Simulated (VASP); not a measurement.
Crystal: W3N4.

```
W N
1.0
     4.12200    0.00000    0.00000
     0.00000    4.12200    0.00000
     0.00000    0.00000    4.12200
W N
3 4
Direct
  0.50000 0.50000 0.00000
  0.00000 0.50000 0.50000
  0.50000 0.00000 0.50000
  0.50000 0.50000 0.50000
  0.50000 0.00000 0.00000
  0.00000 0.50000 0.00000
  0.00000 0.00000 0.50000
```

Base run:

| Property | Result |
| --- | --- |
| Program | VASP 6.6.1 |
| Functional | PBE |
| Potentials or basis | VASP PAW PBE potentials, release 64 (W_sv, N) |
| Cutoff | 520 eV |
| k mesh | 10 × 10 × 10 |
| Occupations | gaussian, width 0.1 eV |
| Spin | no spin polarisation |

Its results: band gap on the k mesh zero (band 31 reaches 12.86 eV, above the bottom of band 32 at 10.15 eV); pressure 28.9 GPa.

Question: The run is repeated on the same cell with these changes: k mesh from 10 × 10 × 10 to 4 × 4 × 4, shifted. What comes out?

Answer: Band gap on the k mesh zero (band 31 reaches 11.78 eV, above the bottom of band 32 at 11.00 eV); pressure 28.3 GPa.

Caveats: some runs use coarse meshes; spin-orbit coupling is left out, which moves the levels of the heavy elements.
